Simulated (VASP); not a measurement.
Input of a VASP 6.6.1 run:

The input INCAR:

```
PREC = Accurate
ENCUT = 600
EDIFF = 1E-7
ISMEAR = -1
SIGMA = 0.02
LREAL = False
LASPH = True
NELM = 80
ALGO = Normal
ISIF = 3
LWAVE = False
LCHARG = False
GGA = PE
IVDW = 13
IBRION = 2
NSW = 80
EDIFFG = -0.005
```

KPOINTS

```
Automatic mesh
0
Gamma
  10 10 10
```

The input POSCAR:

```
C
1.0
    1.2323497569      0.7114974639      6.9769941891
   -1.2323497569      0.7114974639      6.9769941891
    0.0000000000     -1.4229949277      6.9769941891
C
4
Direct
    0.9189884065      0.9189884065      0.9189884065
    0.2523084591      0.2523084591      0.2523084591
    0.7476915409      0.7476915409      0.7476915409
    0.0810115935      0.0810115935      0.0810115935
```

Potentials or basis: VASP PAW PBE potentials, release 64 (C).

Command:

```sh
$ cat potpaw_PBE.64/C/POTCAR > POTCAR
$ mpirun -np 1 vasp_std > vasp.out
```

**Question.** Predict the relaxed cell.

**Answer.** a = 6.970 Å, b = 6.970 Å, c = 6.970 Å, α = 20.33°, β = 20.33°, γ = 20.33°.

**Question.** Predict the relaxed volume.

**Answer.** 8.94 Å³/atom.

**Question.** What does it give for the dispersion energy per atom?

**Answer.** -0.173 eV.

**Question.** Estimate the space group after relaxing (to 0.1 Å).

**Answer.** R-3m (No. 166).

Forces in eV/Å, atoms in the order of the input:
```
C    0.000  0.000  0.003
C    0.000  0.000 -0.003
C    0.000  0.000  0.003
C    0.000  0.000 -0.003
```
